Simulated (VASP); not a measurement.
A run of VASP 6.6.1:

File POSCAR:

```
BP
1.0
    0.0000000000      2.2349650000      2.2690000000
    2.2349650000      0.0000000000      2.2690000000
    2.2349650000      2.2349650000      0.0000000000
B P
1 1
Direct
    0.0000000000      0.0000000000      0.0000000000
    0.7500000000      0.7500000000      0.7500000000
```

INCAR.step1

```
PREC = Accurate
ENCUT = 520
ISMEAR = 0
SIGMA = 0.05
LREAL = False
LASPH = True
NELM = 80
NBANDS = 11
GGA = PE
ALGO = Normal
EDIFF = 1E-4
LWAVE = True
LCHARG = False
```

The input INCAR.step2:

```
PREC = Accurate
ENCUT = 520
EDIFF = 1E-6
ISMEAR = 0
SIGMA = 0.05
LREAL = False
LASPH = True
NELM = 80
ALGO = Normal
ISIF = 2
LWAVE = False
LCHARG = True
METAGGA = R2SCAN
LMIXTAU = True
LELF = True
LVHAR = True
NBANDS = 11
ISTART = 1
```

Contents of KPOINTS:

```
regular mesh
0
Gamma
  10 10 10
```

Potentials or basis: VASP PAW PBE potentials, release 64 (B, P).

Run with:

```sh
$ cat potpaw_PBE.64/B/POTCAR potpaw_PBE.64/P/POTCAR > POTCAR
$ cp INCAR.step1 INCAR
$ mpirun -np 1 vasp_std > vasp.out
$ cp INCAR.step2 INCAR
$ mpirun -np 1 vasp_std > vasp.out
```

Hardware: 1 thread of Intel(R) Xeon(R) 6975P-C (Granite Rapids), with other jobs on the host.

Q: How long does it take, and how much memory?

A: Run time: 23 s on 1 thread of Intel(R) Xeon(R) 6975P-C (Granite Rapids), on a shared host, peak memory 0.15 GiB. Counts: k points 102.
